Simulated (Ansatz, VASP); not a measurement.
## ZnF2: VASP beside Ansatz

```xyz
6
Lattice="4.6306 0.0000 0.0000 0.0000 4.6306 0.0000 0.0000 0.0000 3.0881" Properties=species:S:1:pos:R:3 pbc="T T T"
Zn    0.0000    0.0000    0.0000
Zn    2.3153    2.3153    1.5440
F     1.4043    1.4043    0.0000
F     0.9110    3.7196    1.5440
F     3.2263    3.2263    0.0000
F     3.7196    0.9110    1.5440
```

Alike in both runs: functional LDA; k mesh 6 × 6 × 10; occupations fermi-dirac, width 0.05 eV; no spin polarisation.

Ansatz relaxed the structure, and its values are those at the end. VASP's run is a single point on that final structure, the one shown.

|  | VASP | Ansatz |
| --- | --- | --- |
| version | VASP 6.6.1 | Ansatz 0.2.0 |
| potentials or method | VASP PAW LDA potentials, release 64 (Zn, F) | PAW with Ansatz's default frozen-core files, scalar-relativistic |
| plane-wave cutoff (eV) | 600 | 420 |
| valence electrons in the cell | 52 | 52 |

|  | VASP | Ansatz | Ansatz less VASP |
| --- | --- | --- | --- |
| gap on the k mesh at the Fermi level (eV) | 3.40 | 3.45 | +0.051 |
| pressure (GPa) | 0.6 | 0.0 | -0.65 |
| rms of the force components (eV/Å) | 0.006 | 0.000 | -0.0059 |

LDA's correlation is that of Perdew and Zunger in VASP and of Perdew and Wang (1992) in Ansatz.
